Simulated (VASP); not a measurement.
Runs of VASP 6.6.1 on ZrC. The structure is that of space group I4/mmm (No. 139), or close to it. The cells are those of the table. 

| cell | gap on the mesh (eV) | pressure (GPa) |
| --- | --- | --- |
| a = 3.385, b = 3.385, c = 3.220 Å, angles 61.6, 61.6, 56.8°, 2 atoms | none | 5.3 |
| a = 3.236, b = 3.236, c = 3.837 Å, angles 53.6, 53.6, 72.7°, 2 atoms | none | 64.7 |
| a = 3.303, b = 3.303, c = 3.369 Å, angles 59.3, 59.3, 61.3°, 2 atoms | none | 2.2 |
| a = 3.701, b = 3.701, c = 2.904 Å, angles 66.9, 66.9, 46.2°, 2 atoms | none | (a) |

Alike in all rows: task single point; level PBE; potentials or basis VASP PAW PBE potentials, release 64 (Zr_sv, C); no spin polarisation; k mesh 20 × 20 × 20; cutoff (eV) 520; smearing gaussian 0.15 eV.

Question: Fill in the values left out.

Answer: (a) 63.1.

Caveats: the stress differs along the axes, from -16 to 16 GPa (at least some runs); the stress differs along the axes, from -12 to 219 GPa (at least some runs); the stress differs along the axes, from -3 to 13 GPa (at least some runs); the stress differs along the axes, from -25 to 107 GPa (at least some runs).

A k mesh can miss the band edges, and the runs leave out spin-orbit coupling on Zr.

A gap of «none» marks levels without a gap at the run's occupations.
